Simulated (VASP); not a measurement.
# MoS (P6_3/mmc) in VASP: further runs, part 2 of 2

VASP 6.6.1.

**3. Relaxation of shape and atoms at fixed volume, PBE, collinear spin (16.43 Å³/atom)**

This run uses another cell than the first one, of 16.43 Å³/atom.

Input file INCAR:

```
PREC     = Accurate       # precision mode
ENCUT    = 600            # plane-wave cutoff, eV
EDIFF    = 1E-6           # SCF threshold, eV
ISMEAR   = 0              # smearing method
SIGMA    = 0.05           # smearing width, eV
LREAL    = F              # projectors in reciprocal space
LASPH    = T              # aspherical terms in the spheres
NELM     = 150            # most SCF steps
ALGO     = Normal         # electronic algorithm
ISIF     = 4              # what is computed and relaxed
LWAVE    = F              # write WAVECAR
LCHARG   = F              # write CHGCAR
ISPIN    = 2              # spin polarisation
MAGMOM   = 0.05 0.05 0 0  # initial moments
LORBIT   = 11             # projections on sites
LMAXMIX  = 4              # l up to which the mixer works
GGA      = PE             # functional
IBRION   = 2              # ionic algorithm
NSW      = 60             # ionic steps
EDIFFG   = -0.01          # ionic threshold
```

Input file KPOINTS:

```
regular mesh
0
Gamma
  10 10 6
```

Input file POSCAR:

```
MoS
1.0
    3.7989735950      0.0000000000      0.0000000000
   -1.8994867975      3.2900076416      0.0000000000
    0.0000000000      0.0000000000      5.2571409376
Mo S
2 2
Direct
    0.0000000000      0.0000000000      0.0000000000
    0.0000000000      0.0000000000      0.5000000000
    0.3333333333      0.6666666667      0.2500000000
    0.6666666667      0.3333333333      0.7500000000
```

Potentials or basis: VASP PAW PBE potentials, release 64 (Mo_sv, S).

Run with:

```sh
> cat potpaw_PBE.64/Mo_sv/POTCAR potpaw_PBE.64/S/POTCAR > POTCAR
> mpirun -np 1 vasp_std > vasp.out
```

OUTCAR:

```text
PREC = Accurate
   ENCUT = 600
   EDIFF = 1E-6
   ISMEAR = 0
   LREAL = F
   LASPH = T
   NELM = 150
   ISIF = 4
   ISPIN = 2
   LORBIT = 11
   GGA = PE
   IBRION = 2
   NSW = 60
   EDIFFG = -0.01

 ion  position               nearest neighbor table
   1  0.000  0.000  0.000-   3 2.56   4 2.56   4 2.56   3 2.56   4 2.56   3 2.56   2 2.63   2 2.63

   2  0.000  0.000  0.500-   3 2.56   4 2.56   4 2.56   3 2.56   4 2.56   3 2.56   1 2.63   1 2.63

   3  0.333  0.667  0.250-   1 2.56   2 2.56   1 2.56   2 2.56   1 2.56   2 2.56
   4  0.667  0.333  0.750-   1 2.56   2 2.56   1 2.56   2 2.56   1 2.56   2 2.56

  LATTYP: Found a hexagonal cell.
 ALAT       =     3.7989735950
 C/A-ratio  =     1.3838319236

  Lattice vectors:

 A1 = (   3.7989735950,   0.0000000000,   0.0000000000)
 A2 = (  -1.8994867975,   3.2900076416,   0.0000000000)
 A3 = (   0.0000000000,   0.0000000000,   5.2571409376)

Analysis of symmetry for initial positions (statically):
=====================================================================
 Subroutine PRICEL returns:
 Original cell was already a primitive cell.

 Routine SETGRP: Setting up the symmetry group for a
 hexagonal supercell.

 Subroutine GETGRP returns: Found 24 space group operations
 (whereof 12 operations were pure point group operations)
 out of a pool of 24 trial point group operations.

The static configuration has the point symmetry D_3d.
 The point group associated with its full space group is D_6h.

Analysis of symmetry for dynamics (positions and initial velocities):
=====================================================================
 Subroutine PRICEL returns:
 Original cell was already a primitive cell.

 Routine SETGRP: Setting up the symmetry group for a
 hexagonal supercell.

 Subroutine GETGRP returns: Found 24 space group operations
 (whereof 12 operations were pure point group operations)
 out of a pool of 24 trial point group operations.

The dynamic configuration has the point symmetry D_3d.
 The point group associated with its full space group is D_6h.

[... 153 lines left out ...]
 maximum number of plane-waves:      2216
   NGX = 15   NGY = 15   NGZ = 21

--------------------------------------- Ionic step        1  -------------------------------------------

 number of electron      40.0000003 magnetization       0.0001691

 Free energy of the ion-electron system (eV)
  ---------------------------------------------------
  ext. energy  EPLUGINS =         0.00000000
  ---------------------------------------------------
  free energy    TOTEN  =       -30.55779356 eV

  energy without entropy =      -30.55370973  energy(sigma->0) =      -30.55575165

------------------------ aborting loop because EDIFF is reached ----------------------------------------

  FORCE on cell =-STRESS in cart. coord.  units (eV):
  Direction    XX          YY          ZZ          XY          YZ          ZX
  --------------------------------------------------------------------------------------
  -------------------------------------------------------------------------------------
  Total       -2.3659683     -2.3659683     -2.7178123      0.0000000     -0.0000000      0.0000000
  in kB      -57.6908198    -57.6908198    -66.2700419      0.0000000     -0.0000000      0.0000000
  external PRESSURE =     -60.5505605 kB  Pullay stress =       0.0000000 kB
[... 65 lines left out ...]
--------------------------------------- Ionic step        3  -------------------------------------------

 number of electron      40.0000003 magnetization      -0.0000156

 Free energy of the ion-electron system (eV)
  ---------------------------------------------------
  ext. energy  EPLUGINS =         0.00000000
  ---------------------------------------------------
  free energy    TOTEN  =       -30.55846976 eV

  energy without entropy =      -30.55450964  energy(sigma->0) =      -30.55648970

 E-fermi :  10.1121     XC(G=0): -11.8086

 val. band max:       10.0757050154   @ k =   0.5000  -0.0000   0.5000
 cond. band min:      10.1181179622   @ k =   0.4000   0.1000   0.5000
 fundamental gap:      0.0424129468
 Fermi energy:        10.1121493751

 spin component 1

 k-point     1 :       0.0000    0.0000    0.0000
  band No.  band energies     occupation
      1     -51.2094      1.00000
      2     -51.0278      1.00000
      3     -26.0385      1.00000
      4     -25.2853      1.00000
      5     -25.2853      1.00000
      6     -25.1128      1.00000
[... 637 lines left out ...]
     23      11.4430      0.00000
     24      11.7527      0.00000

 [... further k-points ...]

 spin component 2

 k-point     1 :       0.0000    0.0000    0.0000
  band No.  band energies     occupation
      1     -51.2094      1.00000
      2     -51.0278      1.00000
      3     -26.0385      1.00000
      4     -25.2853      1.00000
      5     -25.2853      1.00000
      6     -25.1128      1.00000
[... 670 lines left out ...]
  FREE ENERGIE OF THE ION-ELECTRON SYSTEM (eV)
  ---------------------------------------------------
  free  energy   TOTEN  =       -30.5584697587 eV

  energy  without entropy=      -30.5545096377  energy(sigma->0) =      -30.55648970

 reached required accuracy - stopping structural energy minimisation

 total charge

# of ion       s       p       d       tot
------------------------------------------
    1        2.249   6.133   4.048  12.430
    2        2.249   6.133   4.048  12.430
    3        1.306   2.370   0.000   3.676
    4        1.306   2.370   0.000   3.676
--------------------------------------------------
tot          7.109  17.007   8.097  32.213

 magnetization (x)

# of ion       s       p       d       tot
------------------------------------------
    1       -0.000  -0.000  -0.000  -0.000
    2       -0.000  -0.000  -0.000  -0.000
    3        0.000   0.000   0.000   0.000
    4        0.000   0.000   0.000   0.000
--------------------------------------------------
tot         -0.000   0.000  -0.000  -0.000
```

CONTCAR:

```text
MoS
   1.00000000000000
     3.8054081255515317    0.0000000000000000    0.0000000000000000
    -1.9027040627757659    3.2955801085174765    0.0000000000000000
     0.0000000000000000   -0.0000000000000000    5.2393774632114178
  Mo              S
     2     2
Direct
     0.0000000000000000    0.0000000000000000    0.0000000000000000
     0.0000000000000000    0.0000000000000000    0.5000000000000000
     0.3333333332999970    0.6666666667000030    0.2500000000000000
     0.6666666667000030    0.3333333332999970    0.7500000000000000

  0.00000000E+00  0.00000000E+00  0.00000000E+00
  0.00000000E+00  0.00000000E+00  0.00000000E+00
  0.00000000E+00  0.00000000E+00  0.00000000E+00
  0.00000000E+00  0.00000000E+00  0.00000000E+00
```

Wall time 3.7 min (1 thread of Oxide Virtual Turin-like, shared host); peak memory 0.29 GiB.

Results:

```
Free energy                                           : -30.5585 eV
Energy gained by relaxing                             : 0.2 meV/atom
Ionic steps                                           : 3
Pressure after relaxing                               : -5.9 GPa
Band gap on the k mesh                                : zero (filled and empty bands overlap)
Net moment                                            : 0.00 μB per cell
Valence electrons inside the program's atomic spheres : Mo 12.43; S 3.68
```

Stress tensor (GPa, compression positive):
```
-5.85  0.00  0.00
 0.00 -5.85  0.00
 0.00  0.00 -5.96
```

The path:
| step | energy change (eV) | largest force (eV/Å) | pressure (GPa) | volume (Å³) |
| --- | --- | --- | --- | --- |
| 1 | 0.0000 | 0.0000 | -6.06 | 65.71 |
| 2 | -0.0006 | 0.0000 | -5.94 | 65.71 |
| 3 | -0.0007 | 0.0000 | -5.88 | 65.71 |

Final structure:
```
Mo S
1.0
     3.80541    0.00000    0.00000
    -1.90270    3.29558    0.00000
     0.00000    0.00000    5.23938
Mo S
2 2
Cartesian
  0.0000 0.0000 0.0000
  0.0000 0.0000 2.6197
  0.0000 2.1971 1.3098
  1.9027 1.0985 3.9295
```

Levels at points of the mesh, in eV from the Fermi level:
Spin up:
| k point | band 18 | band 19 | band 20 | band 21 | band 22 | band 23 |
| --- | --- | --- | --- | --- | --- | --- |
| (0.00, 0.00, 0.00) | -2.64 | -2.00 | -1.37 | -1.37 | 1.74 | 1.74 |
| (0.50, 0.00, 0.00) | -1.14 | -0.59 | 0.21 | 0.68 | 1.18 | 1.37 |
| (0.00, 0.00, 0.50) | -1.27 | -1.27 | -1.27 | -0.72 | -0.72 | 2.35 |
| (0.50, 0.00, 0.50) | -1.41 | -0.04 | -0.04 | 0.01 | 0.01 | 1.56 |
Spin down:
| k point | band 18 | band 19 | band 20 | band 21 | band 22 | band 23 |
| --- | --- | --- | --- | --- | --- | --- |
| (0.00, 0.00, 0.00) | -2.64 | -2.00 | -1.37 | -1.37 | 1.74 | 1.74 |
| (0.50, 0.00, 0.00) | -1.14 | -0.59 | 0.21 | 0.68 | 1.18 | 1.37 |
| (0.00, 0.00, 0.50) | -1.27 | -1.27 | -1.27 | -0.72 | -0.72 | 2.35 |
| (0.50, 0.00, 0.50) | -1.41 | -0.04 | -0.04 | 0.01 | 0.01 | 1.56 |

**4. Relaxation of shape and atoms at fixed volume, PBE, collinear spin (15.16 Å³/atom)**

This run uses another cell than the first one, of 15.16 Å³/atom.

Input file INCAR:

```
ALGO = Fast ; EDIFF = 1E-6
EDIFFG = -0.01 ; ENCUT = 600
GGA = PE ; IBRION = 2
ISIF = 4 ; ISMEAR = 0
ISPIN = 2 ; LASPH = True
LCHARG = False ; LMAXMIX = 4
LORBIT = 11 ; LREAL = False
LWAVE = False ; MAGMOM = 0.05 0.05 0 0
NELM = 150 ; NSW = 60
PREC = Accurate ; SIGMA = 0.05
```

Input file KPOINTS:

```
k-points
0
Gamma
  10 10 6
```

Input file POSCAR:

```
MoS
1.0
    3.6830678861      0.0000000000      0.0000000000
   -1.8415339431      3.1896303532      0.0000000000
    0.0000000000      0.0000000000      5.1629820619
Mo S
2 2
Direct
    0.0000000000      0.0000000000      0.0000000000
    0.0000000000      0.0000000000      0.5000000000
    0.3333333333      0.6666666667      0.2500000000
    0.6666666667      0.3333333333      0.7500000000
```

Potentials or basis: VASP PAW PBE potentials, release 64 (Mo_sv, S).

Run with:

```sh
> cat potpaw_PBE.64/Mo_sv/POTCAR potpaw_PBE.64/S/POTCAR > POTCAR
> mpirun -np 1 vasp_std > vasp.out
```

OUTCAR:

```text
EDIFF = 1E-6
   EDIFFG = -0.01
   ENCUT = 600
   GGA = PE
   IBRION = 2
   ISIF = 4
   ISMEAR = 0
   ISPIN = 2
   LASPH = True
   LORBIT = 11
   LREAL = False
   NELM = 150
   NSW = 60
   PREC = Accurate

 ion  position               nearest neighbor table
   1  0.000  0.000  0.000-   3 2.49   4 2.49   4 2.49   3 2.49   4 2.49   3 2.49   2 2.58   2 2.58

   2  0.000  0.000  0.500-   3 2.49   4 2.49   4 2.49   3 2.49   4 2.49   3 2.49   1 2.58   1 2.58

   3  0.333  0.667  0.250-   1 2.49   2 2.49   1 2.49   2 2.49   1 2.49   2 2.49
   4  0.667  0.333  0.750-   1 2.49   2 2.49   1 2.49   2 2.49   1 2.49   2 2.49

  LATTYP: Found a hexagonal cell.
 ALAT       =     3.6830678861
 C/A-ratio  =     1.4018156118

  Lattice vectors:

 A1 = (   3.6830678861,   0.0000000000,   0.0000000000)
 A2 = (  -1.8415339431,   3.1896303532,   0.0000000000)
 A3 = (   0.0000000000,   0.0000000000,   5.1629820619)

Analysis of symmetry for initial positions (statically):
=====================================================================
 Subroutine PRICEL returns:
 Original cell was already a primitive cell.

 Routine SETGRP: Setting up the symmetry group for a
 hexagonal supercell.

 Subroutine GETGRP returns: Found 24 space group operations
 (whereof 12 operations were pure point group operations)
 out of a pool of 24 trial point group operations.

The static configuration has the point symmetry D_3d.
 The point group associated with its full space group is D_6h.

Analysis of symmetry for dynamics (positions and initial velocities):
=====================================================================
 Subroutine PRICEL returns:
 Original cell was already a primitive cell.

 Routine SETGRP: Setting up the symmetry group for a
 hexagonal supercell.

 Subroutine GETGRP returns: Found 24 space group operations
 (whereof 12 operations were pure point group operations)
 out of a pool of 24 trial point group operations.

The dynamic configuration has the point symmetry D_3d.
 The point group associated with its full space group is D_6h.

Analysis of structural, dynamic, and magnetic symmetry:
[... 158 lines left out ...]

 number of electron      40.0000000 magnetization       0.0011872

 number of electron      40.0000000 magnetization      -0.0000498

 Free energy of the ion-electron system (eV)
  ---------------------------------------------------
  ext. energy  EPLUGINS =         0.00000000
  ---------------------------------------------------
  free energy    TOTEN  =       -30.54464974 eV

  energy without entropy =      -30.54124211  energy(sigma->0) =      -30.54294593

------------------------ aborting loop because EDIFF is reached ----------------------------------------

  FORCE on cell =-STRESS in cart. coord.  units (eV):
  Direction    XX          YY          ZZ          XY          YZ          ZX
  --------------------------------------------------------------------------------------
  -------------------------------------------------------------------------------------
  Total        2.7797858      2.7797858      3.3002225     -0.0000000      0.0000000      0.0000000
  in kB       73.4296095     73.4296095     87.1772378     -0.0000000      0.0000000      0.0000000
  external PRESSURE =      78.0121522 kB  Pullay stress =       0.0000000 kB
[... 63 lines left out ...]
--------------------------------------- Ionic step        3  -------------------------------------------

 number of electron      40.0000000 magnetization       0.0000145

 Free energy of the ion-electron system (eV)
  ---------------------------------------------------
  ext. energy  EPLUGINS =         0.00000000
  ---------------------------------------------------
  free energy    TOTEN  =       -30.54593767 eV

  energy without entropy =      -30.54318571  energy(sigma->0) =      -30.54456169

 E-fermi :  11.3192     XC(G=0): -12.2362

 val. band max:       11.2443507728   @ k =   0.1000   0.1000   0.1667
 cond. band min:      11.3466667889   @ k =   0.3000   0.1000   0.1667
 fundamental gap:      0.1023160160
 Fermi energy:        11.3192427559

 spin component 1

 k-point     1 :       0.0000    0.0000    0.0000
  band No.  band energies     occupation
      1     -50.0204      1.00000
      2     -49.8145      1.00000
      3     -24.9816      1.00000
      4     -24.1074      1.00000
      5     -24.1074      1.00000
      6     -23.9119      1.00000
[... 637 lines left out ...]
     23      12.7521      0.00000
     24      13.2834      0.00000

 [... further k-points ...]

 spin component 2

 k-point     1 :       0.0000    0.0000    0.0000
  band No.  band energies     occupation
      1     -50.0204      1.00000
      2     -49.8145      1.00000
      3     -24.9816      1.00000
      4     -24.1074      1.00000
      5     -24.1074      1.00000
      6     -23.9119      1.00000
[... 670 lines left out ...]
  FREE ENERGIE OF THE ION-ELECTRON SYSTEM (eV)
  ---------------------------------------------------
  free  energy   TOTEN  =       -30.5459376705 eV

  energy  without entropy=      -30.5431857125  energy(sigma->0) =      -30.54456169

 reached required accuracy - stopping structural energy minimisation

 total charge

# of ion       s       p       d       tot
------------------------------------------
    1        2.267   6.161   4.144  12.572
    2        2.267   6.161   4.144  12.572
    3        1.304   2.414   0.000   3.719
    4        1.304   2.414   0.000   3.719
--------------------------------------------------
tot          7.143  17.151   8.288  32.581

 magnetization (x)

# of ion       s       p       d       tot
------------------------------------------
    1        0.000   0.000   0.000   0.000
    2        0.000   0.000   0.000   0.000
    3       -0.000  -0.000   0.000  -0.000
    4       -0.000  -0.000   0.000  -0.000
--------------------------------------------------
tot          0.000  -0.000   0.000   0.000
```

CONTCAR:

```text
MoS
   1.00000000000000
     3.6742400566474500   -0.0000000000022227    0.0000000000000000
    -1.8371200283755300    3.1819852286330432   -0.0000000000000000
     0.0000000000000000    0.0000000000000000    5.1878213090884229
  Mo              S
     2     2
Direct
     0.0000000000000000    0.0000000000000000    1.0000000000000000
     0.0000000000000000    0.0000000000000000    0.5000000000000000
     0.3333333332999970    0.6666666667000030    0.2500000000000000
     0.6666666667000030    0.3333333332999970    0.7500000000000000

  0.00000000E+00  0.00000000E+00  0.00000000E+00
  0.00000000E+00  0.00000000E+00  0.00000000E+00
  0.00000000E+00  0.00000000E+00  0.00000000E+00
  0.00000000E+00  0.00000000E+00  0.00000000E+00
```

It took 6.3 min on 1 thread of Oxide Virtual Turin-like, shared host; peak memory 0.28 GiB.

What came out:

| Item | Value |
| --- | --- |
| Free energy | -30.5459 eV |
| Energy gained by relaxing | 0.3 meV/atom |
| Ionic steps | 3 |
| Pressure after relaxing | 7.5 GPa |
| Band gap on the k mesh | zero (filled and empty bands overlap) |
| Net moment | 0.00 μB per cell |
| Valence electrons inside the program's atomic spheres | Mo 12.57; S 3.72 |

The path:
```csv
step,energy change (eV),largest force (eV/Å),pressure (GPa),volume (Å³)
1,0.0000,0.0000,7.80,60.65
2,-0.0013,0.0000,7.54,60.65
3,-0.0013,0.0000,7.52,60.65
```

Final structure:
```
CELL_PARAMETERS angstrom
3.67424 0.00000 0.00000
-1.83712 3.18199 0.00000
0.00000 0.00000 5.18782
ATOMIC_POSITIONS crystal
Mo 0.00000 0.00000 0.00000
Mo 0.00000 0.00000 0.50000
S 0.33333 0.66667 0.25000
S 0.66667 0.33333 0.75000
```

**5. Overview**

| cell | gap on the mesh (eV) | pressure (GPa) | moment (μB) |
| --- | --- | --- | --- |
| relaxed from a = 3.655, b = 3.655, c = 5.160 Å, angles 90.0, 90.0, 120.0°, 4 atoms | none | 10.8 | 0.00 |
| relaxed from a = 3.799, b = 3.799, c = 5.257 Å, angles 90.0, 90.0, 120.0°, 4 atoms | none | -5.9 | 0.00 |
| relaxed from a = 3.683, b = 3.683, c = 5.163 Å, angles 90.0, 90.0, 120.0°, 4 atoms | none | 7.5 | 0.00 |

Alike in all rows: task relaxation of shape and atoms at fixed volume; level PBE; potentials or basis VASP PAW PBE potentials, release 64 (Mo_sv, S); spin collinear; k mesh 10 × 10 × 6; cutoff (eV) 600; smearing gaussian 0.05 eV.

Total energies depend on the potentials used, so only differences within one code and one set of settings carry meaning.
